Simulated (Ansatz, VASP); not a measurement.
Given: the input of a run of Ansatz 0.2.0 on WS2.

Contents of input.yaml:

```yaml
crystal:
  lattice:
    - [3.1182268867, 0.0, 0.0]
    - [-1.5591134434, 2.7004636986, 0.0]
    - [0.0, 0.0, 23.1855916902]
  atoms:
    - { symbol: W, position: [0.6666666667, 0.3333333333, 0.36268246] }
    - { symbol: W, position: [0.3333333333, 0.6666666667, 0.63731754] }
    - { symbol: S, position: [0.6666666667, 0.3333333333, 0.70318389] }
    - { symbol: S, position: [0.3333333333, 0.6666666667, 0.42855817] }
    - { symbol: S, position: [0.6666666667, 0.3333333333, 0.57144183] }
    - { symbol: S, position: [0.3333333333, 0.6666666667, 0.29681611] }
kpoints:
  mp_grid: { grid: [10, 10, 2] }
scf:
  occupations: { method: fermi_dirac, width: 0.05 }
hamiltonian:
  xc: pbesol
  pseudopotentials: { kind: all_electron, lapw: { basis_error: 0.001 } }
output:
  forces: true
  stress: true
  eigenvalues: true
```

Potentials or basis: all-electron LAPW, scalar-relativistic.

Launch:

```bash
$ ansatz run input.yaml --threads 4 --pin off --max-ram 12288MiB --backend cpu --events-out ev --progress --plain --runs-dir out
```

Task: Set up the same calculation for VASP 6.6.1. Potentials there: VASP PAW PBE potentials, release 64 (W_sv, S).

Result: As run (the cutoff follows the program's own potentials):

The input INCAR:

```
SYSTEM = WS2
PREC = Accurate ; ENCUT = 520
EDIFF = 1E-6 ; ISMEAR = -1
SIGMA = 0.05 ; LREAL = .FALSE.
LASPH = .TRUE. ; NELM = 60
ALGO = Normal ; ISIF = 2
LWAVE = .FALSE. ; LCHARG = .FALSE.
GGA = PS ; NBANDS = 35
```

The input KPOINTS:

```
regular mesh
0
G
  10 10 2
  0 0 0
```

Contents of POSCAR:

```
WS2
1.0
    3.1182268867      0.0000000000      0.0000000000
   -1.5591134434      2.7004636986      0.0000000000
    0.0000000000      0.0000000000     23.1855916902
W S
2 4
Direct
    0.6666666667      0.3333333333      0.3626824600
    0.3333333333      0.6666666667      0.6373175400
    0.6666666667      0.3333333333      0.7031838900
    0.3333333333      0.6666666667      0.4285581700
    0.6666666667      0.3333333333      0.5714418300
    0.3333333333      0.6666666667      0.2968161100
```

Potentials or basis: VASP PAW PBE potentials, release 64 (W_sv, S).

Run with:

```console
$ cat potpaw_PBE.64/W_sv/POTCAR potpaw_PBE.64/S/POTCAR > POTCAR
$ mpirun -np 1 vasp_std > vasp.out
```

Both were run:

|  | VASP | Ansatz | Ansatz less VASP |
| --- | --- | --- | --- |
| gap on the k mesh at the Fermi level (eV) | 1.69 | 1.68 | -0.011 |
| least direct gap on the mesh (eV) | 2.30 | 2.29 | -0.005 |
| rms of the force components (eV/Å) | 0.530 | 0.518 | -0.0125 |

VASP's potentials were made for PBE, not for PBEsol. Atom by atom the forces differ by 0.012 eV/Å (rms over components). Ansatz ran all-electron here, and VASP with PAW potentials.

Spin-orbit coupling is off throughout.
